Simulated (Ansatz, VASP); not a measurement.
**Cl in VASP and in Ansatz**

Contents of INCAR:

```
PREC = Accurate ; ENCUT = 520
EDIFF = 1E-7 ; ISMEAR = -1
SIGMA = 0.05 ; LREAL = F
LASPH = T ; NELM = 100
ALGO = Normal ; ISIF = 2
LWAVE = F ; LCHARG = F
GGA = PS ; NBANDS = 22
```

The input KPOINTS:

```
regular mesh
0
Gamma
  7 7 4
```

Contents of POSCAR:

```
Cl
1.0
    3.1450000000     -2.2500000000      0.0000000000
    3.1450000000      2.2500000000      0.0000000000
    0.0000000000      0.0000000000      7.8816000000
Cl
4
Direct
    0.3700000000      0.6300000000      0.4000000000
    0.1300000000      0.8700000000      0.9000000000
    0.6300000000      0.3700000000      0.6000000000
    0.8700000000      0.1300000000      0.1000000000
```

Contents of input.yaml:

```yaml
crystal:
  lattice:
    - [3.145, -2.25, 0.0]
    - [3.145, 2.25, 0.0]
    - [0.0, 0.0, 7.8816]
  atoms:
    - { symbol: Cl, position: [0.37, 0.63, 0.4] }
    - { symbol: Cl, position: [0.13, 0.87, 0.9] }
    - { symbol: Cl, position: [0.63, 0.37, 0.6] }
    - { symbol: Cl, position: [0.87, 0.13, 0.1] }
kpoints:
  mp_grid: { grid: [7, 7, 4] }
  band_path:
    path:
      - [0.0, 0.0, 0.0]
      - [0.3779569104, -0.3779569104, 0.0]
      - [0.0, -0.5, 0.0]
      - [0.0, -0.5, -0.5]
      - [0.3779569104, -0.3779569104, -0.5]
      - [0.0, 0.0, -0.5]
      - [0.0, 0.0, 0.0]
      - [-0.5, -0.5, 0.0]
    npoints: 6
scf:
  occupations: { method: fermi_dirac, width: 0.05 }
hamiltonian:
  xc: pbesol
  pseudopotentials: { kind: all_electron, lapw: { basis_error: 0.002 } }
output:
  forces: true
  stress: true
  eigenvalues: true
```

Change from the starting cell: strain_z = -0.04.

Alike in both runs: functional PBEsol; k mesh 7 × 7 × 4; occupations fermi-dirac, width 0.05 eV; no spin polarisation.

|  | VASP | Ansatz |
| --- | --- | --- |
| version | VASP 6.6.1 | Ansatz 0.2.0 |
| potentials or method | VASP PAW PBE potentials, release 64 (Cl), cutoff 520 eV | all-electron LAPW, scalar-relativistic |
| task | single point | band structure |

Ansatz gave:

```
gap on the k mesh at the Fermi level (eV)                     : 2.73
least direct gap on the mesh (eV)                             : 2.80
pressure (GPa)                                                : 1.4
traceless stress, the component that is largest in VASP (GPa) : 1.36
rms of the force components (eV/Å)                            : 0.521
```

Problem. What did VASP give for the same quantities?

Solution. gap on the k mesh at the Fermi level (eV): 2.78; least direct gap on the mesh (eV): 2.85; pressure (GPa): 1.0; traceless stress, the component that is largest in VASP (GPa): 1.03; rms of the force components (eV/Å): 0.409.

VASP's potentials were made for PBE, not for PBEsol. Atom by atom the forces differ by 0.112 eV/Å (rms over components). Ansatz ran all-electron here, and VASP with PAW potentials.
